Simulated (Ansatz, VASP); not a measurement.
**Two plane-wave programs on Re**

INCAR

```
SYSTEM = Re
PREC = Accurate ; ENCUT = 520
EDIFF = 1E-7 ; ISMEAR = 0
SIGMA = 0.15 ; LREAL = .False.
LASPH = .True. ; NELM = 100
ALGO = Fast ; ISIF = 2
LWAVE = .False. ; LCHARG = .False.
GGA = PE ; NBANDS = 10
```

File KPOINTS:

```
regular mesh
0
Gamma
  10 10 10
  0 0 0
```

File POSCAR:

```
Re
1.0
    0.0000000000      1.9577236186      2.1192358171
    2.1192358171      0.0000000000      2.1192358171
    2.1192358171      1.9577236186      0.0000000000
Re
1
Direct
    0.0000000000      0.0000000000      0.0000000000
```

Input for Ansatz:

```yaml
crystal:
  lattice:
    - [0.0, 1.9577236186, 2.1192358171]
    - [2.1192358171, 0.0, 2.1192358171]
    - [2.1192358171, 1.9577236186, 0.0]
  atoms:
    - { symbol: Re, position: [0.0, 0.0, 0.0] }
basis:
  ecutwfc: 420
kpoints:
  mp_grid: { grid: [10, 10, 10] }
hamiltonian:
  xc: pbe
scf:
  occupations: { method: gaussian, width: 0.15 }
output:
  forces: true
  stress: true
  eigenvalues: true
```

Change from the starting cell: normal strain along x +0.0825, normal strain along z +0.0825.

Alike in both runs: task single point; functional PBE; k mesh 10 × 10 × 10; occupations gaussian, width 0.15 eV; no spin polarisation.

|  | VASP | Ansatz |
| --- | --- | --- |
| version | VASP 6.6.1 | Ansatz 0.2.0 |
| potentials or method | VASP PAW PBE potentials, release 64 (Re), cutoff 520 eV | scalar-relativistic, plane waves, PAW |
| valence electrons in the cell | 7 | 15 |

Ansatz gave:

- gap on the k mesh at the Fermi level (eV): none
- pressure (GPa): -39.6
- traceless stress, the component that is largest in VASP (GPa): 8.55

**Question.** Estimate VASP's values.

**Answer.** gap on the k mesh at the Fermi level (eV): none; pressure (GPa): -40.5; traceless stress, the component that is largest in VASP (GPa): 8.51.

A gap of «none» marks a metal or a gap that the smearing closes. Both programs put the cell under strong tension, so it lies far from rest at this level. VASP's potentials hold 7 valence electrons a cell and Ansatz's 15, so a difference there can come from the potentials and not from the codes.

Spin-orbit coupling is off throughout. Noted on VASP's run: the cell as given lies far from equilibrium.
